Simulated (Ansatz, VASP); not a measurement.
**Two plane-wave programs on C**

Contents of POSCAR:

```
C
1.0
    1.1973256878      0.6912763082      3.1796602974
   -1.1973256878      0.6912763082      3.1796602974
    0.0000000000     -1.3825526163      3.1796602974
C
2
Direct
    0.1640000000      0.1640000000      0.1640000000
    0.8360000000      0.8360000000      0.8360000000
```

The input INCAR.step1:

```
  ALGO = Normal
  EDIFF = 1E-4
  ENCUT = 520
  GGA = PE
  ISMEAR = 0
  LASPH = T
  LCHARG = F
  LREAL = F
  LWAVE = T
  NBANDS = 11
  NELM = 60
  PREC = Accurate
  SIGMA = 0.05
```

The input INCAR.step2:

```
  ALGO = Normal
  EDIFF = 1E-6
  ENCUT = 520
  ISIF = 2
  ISMEAR = 0
  ISTART = 1
  LASPH = T
  LCHARG = F
  LMIXTAU = T
  LREAL = F
  LWAVE = F
  METAGGA = R2SCAN
  NBANDS = 11
  NELM = 60
  PREC = Accurate
  SIGMA = 0.05
```

File KPOINTS:

```
k-points
0
Gamma
  12 12 12
```

Input for Ansatz:

```yaml
crystal:
  lattice:
    - [1.1973256878, 0.6912763082, 3.1796602974]
    - [-1.1973256878, 0.6912763082, 3.1796602974]
    - [0.0, -1.3825526163, 3.1796602974]
  atoms:
    - { symbol: C, position: [0.164, 0.164, 0.164] }
    - { symbol: C, position: [0.836, 0.836, 0.836] }
basis:
  ecutwfc: 500
kpoints:
  mp_grid: { grid: [12, 12, 12] }
hamiltonian:
  xc: r2scan
scf:
  occupations: { method: gaussian, width: 0.05 }
output:
  forces: true
  stress: true
  eigenvalues: true
```

Change from the starting cell: strain -0.025 along x and y, -0.050 along z, atoms carried along.

Alike in both runs: task single point; functional r2SCAN; k mesh 12 × 12 × 12; occupations gaussian, width 0.05 eV; no spin polarisation.

|  | VASP | Ansatz |
| --- | --- | --- |
| version | VASP 6.6.1 | Ansatz 0.2.0 |
| potentials or method | VASP PAW PBE potentials, release 64 (C), cutoff 520 eV | scalar-relativistic, plane waves, PAW |
| valence electrons in the cell | 8 | 8 |

|  | VASP | Ansatz | Ansatz less VASP |
| --- | --- | --- | --- |
| gap on the k mesh at the Fermi level (eV) | 1.01 | 1.01 | +0.001 |
| least direct gap on the mesh (eV) | 1.01 | 1.01 | +0.001 |
| pressure (GPa) | 27.1 | 26.3 | -0.77 |
| traceless stress, the component that is largest in VASP (GPa) | -23.53 | -22.63 | +0.892 |
| rms of the force components (eV/Å) | 0.477 | 0.482 | +0.0047 |

VASP's potentials were made for PBE, not for r2SCAN. Atom by atom the forces differ by 0.005 eV/Å (rms over components). With one functional, cell and mesh, what is left measures potentials, basis and numerics.
